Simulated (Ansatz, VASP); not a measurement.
**MgZnTe2 in VASP and in Ansatz**

File POSCAR:

```
MgZnTe2
1.0
    4.4327149066      0.0000000000      0.0000000000
    0.0000000000      4.4327149066      0.0000000000
    0.0000000000      0.0000000000      6.3419944418
Mg Te Zn
1 2 1
Direct
    0.0000000000      0.0000000000      0.0000000000
    0.0000000000      0.5000000000      0.2649431998
    0.5000000000      0.0000000000      0.7350568002
    0.5000000000      0.5000000000      0.5000000000
```

INCAR.step1

```
SYSTEM = MgZnTe2
PREC     = Accurate       ! precision mode
ENCUT    = 520            ! plane-wave cutoff, eV
ISMEAR   = 0              ! smearing method
SIGMA    = 0.01           ! smearing width, eV
LREAL    = .FALSE.        ! projectors in reciprocal space
LASPH    = .TRUE.         ! aspherical terms in the spheres
NELM     = 80             ! most SCF steps
NBANDS   = 21             ! bands
GGA      = PE             ! functional
ALGO     = Normal         ! electronic algorithm
EDIFF    = 1E-4           ! SCF threshold, eV
LWAVE    = .TRUE.         ! write WAVECAR
LCHARG   = .FALSE.        ! write CHGCAR
```

The input INCAR.step2:

```
SYSTEM = MgZnTe2
PREC     = Accurate       ! precision mode
ENCUT    = 520            ! plane-wave cutoff, eV
EDIFF    = 1E-7           ! SCF threshold, eV
ISMEAR   = 0              ! smearing method
SIGMA    = 0.01           ! smearing width, eV
LREAL    = .FALSE.        ! projectors in reciprocal space
LASPH    = .TRUE.         ! aspherical terms in the spheres
NELM     = 80             ! most SCF steps
ALGO     = Normal         ! electronic algorithm
ISIF     = 2              ! what is computed and relaxed
LWAVE    = .FALSE.        ! write WAVECAR
LCHARG   = .FALSE.        ! write CHGCAR
METAGGA  = R2SCAN         ! meta-GGA
LMIXTAU  = .TRUE.       
NBANDS   = 21             ! bands
ISTART   = 1
```

KPOINTS

```
Automatic mesh
0
G
  6 6 4
  0 0 0
```

Input for Ansatz:

```yaml
crystal:
  lattice:
    - [4.4327149066, 0.0, 0.0]
    - [0.0, 4.4327149066, 0.0]
    - [0.0, 0.0, 6.3419944418]
  atoms:
    - { symbol: Mg, position: [0.0, 0.0, 0.0] }
    - { symbol: Te, position: [0.0, 0.5, 0.2649431998] }
    - { symbol: Zn, position: [0.5, 0.5, 0.5] }
    - { symbol: Te, position: [0.5, 0.0, 0.7350568002] }
kpoints:
  mp_grid: { grid: [6, 6, 4] }
  band_path:
    path:
      - [0.0, 0.0, 0.0]
      - [0.0, 0.5, 0.0]
      - [0.5, 0.5, 0.0]
      - [0.0, 0.0, 0.5]
      - [0.0, 0.5, 0.5]
      - [0.5, 0.5, 0.5]
    npoints: 1
hamiltonian:
  xc: r2scan
scf:
  occupations: { method: fixed }
  n_extra_bands: 5
output:
  forces: true
  stress: true
  eigenvalues: true
```

Alike in both runs: task single point; functional r2SCAN; k mesh 6 × 6 × 4; no spin polarisation.

|  | VASP | Ansatz |
| --- | --- | --- |
| version | VASP 6.6.1 | Ansatz 0.2.0 |
| potentials or method | VASP PAW PBE potentials, release 64 (Mg, Te, Zn) | plane waves, PAW |
| plane-wave cutoff (eV) | 520 | 500 |
| occupations | gaussian, width 0.01 eV | fixed |
| valence electrons in the cell | 26 | 54 |

```tsv
	VASP	Ansatz	Ansatz less VASP
gap on the k mesh at the Fermi level (eV)	2.10	2.10	+0.004
pressure (GPa)	0.0	0.0	+0.03
rms of the force components (eV/Å)	0.009	0.002	-0.0075
```

VASP's potentials were made for PBE, not for r2SCAN. VASP's potentials hold 26 valence electrons a cell and Ansatz's 54, so a difference there can come from the potentials and not from the codes.

Neither program's run includes spin-orbit coupling.
